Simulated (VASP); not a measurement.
Wanted: the native input for a VASP 6.6.1 run.

| Quantity | Value |
| --- | --- |
| Task | relaxation of cell and atoms |
| Functional | PBE |
| Potentials or basis | VASP PAW PBE potentials, release 64 (In_d, Ga_d, O) |
| Cutoff | 600 eV |
| k mesh | 12 × 12 × 4 |
| Occupations | gaussian, width 0.1 eV |
| Spin | no spin polarisation |
| Dipole correction | no |
| Further INCAR settings | ALGO = Normal; EDIFF = 1e-06; IBRION = 2; EDIFFG = -0.01; NSW = 100; ISIF = 3 |

The structure of InGaO lies in POSCAR:

```
InGaO
1.0
    3.6906142905      0.0000000000      0.0000000000
   -1.8453071453      3.1961657312      0.0000000000
    0.0000000000      0.0000000000     10.7669616267
In Ga O
2 2 2
Direct
    0.3333333333      0.6666666667      0.7500000000
    0.6666666667      0.3333333333      0.2500000000
    0.0000000000      0.0000000000      0.5000000000
    0.0000000000      0.0000000000      0.0000000000
    0.3333333333      0.6666666667      0.2500000000
    0.6666666667      0.3333333333      0.7500000000
```

The cell was generated, and may not be a known phase.

One way to write it, as run:

INCAR

```
SYSTEM = InGaO
ALGO     = Normal         ! electronic algorithm
EDIFF    = 1E-6           ! SCF threshold, eV
EDIFFG   = -0.01          ! ionic threshold
ENCUT    = 600            ! plane-wave cutoff, eV
GGA      = PE             ! functional
IBRION   = 2              ! ionic algorithm
ISIF     = 3              ! what is computed and relaxed
ISMEAR   = 0              ! smearing method
LASPH    = .TRUE.         ! aspherical terms in the spheres
LCHARG   = .FALSE.        ! write CHGCAR
LREAL    = .FALSE.        ! projectors in reciprocal space
LWAVE    = .FALSE.        ! write WAVECAR
NELM     = 100            ! most SCF steps
NSW      = 100            ! ionic steps
PREC     = Accurate       ! precision mode
SIGMA    = 0.1            ! smearing width, eV
```

KPOINTS

```
k-points
0
G
  12 12 4
  0 0 0
```

Potentials or basis: VASP PAW PBE potentials, release 64 (In_d, Ga_d, O).

Launch:

```console
$ cat potpaw_PBE.64/In_d/POTCAR potpaw_PBE.64/Ga_d/POTCAR potpaw_PBE.64/O/POTCAR > POTCAR
$ mpirun -np 1 vasp_std > vasp.out
```

It gave:

```
Relaxed volume                        : 21.15 Å³/atom
Relaxed cell                          : a = 3.698 Å, b = 3.698 Å, c = 10.715 Å, α = 90.00°, β = 90.00°, γ = 120.00°
Space group after relaxing (to 0.1 Å) : P6_3/mmc (No. 194)
Energy gained by relaxing             : 0.1 meV/atom
Ionic steps                           : 6
Pressure after relaxing               : -0.1 GPa
Band gap on the k mesh                : zero (bands 32 and 33 overlap by 0.51 eV)
```

Caveat: spin-orbit coupling is left out, which moves the levels of the heavy elements.

Wall time 35 min on 1 thread of AMD EPYC 7R13 (shared host), peak memory 0.47 GiB.
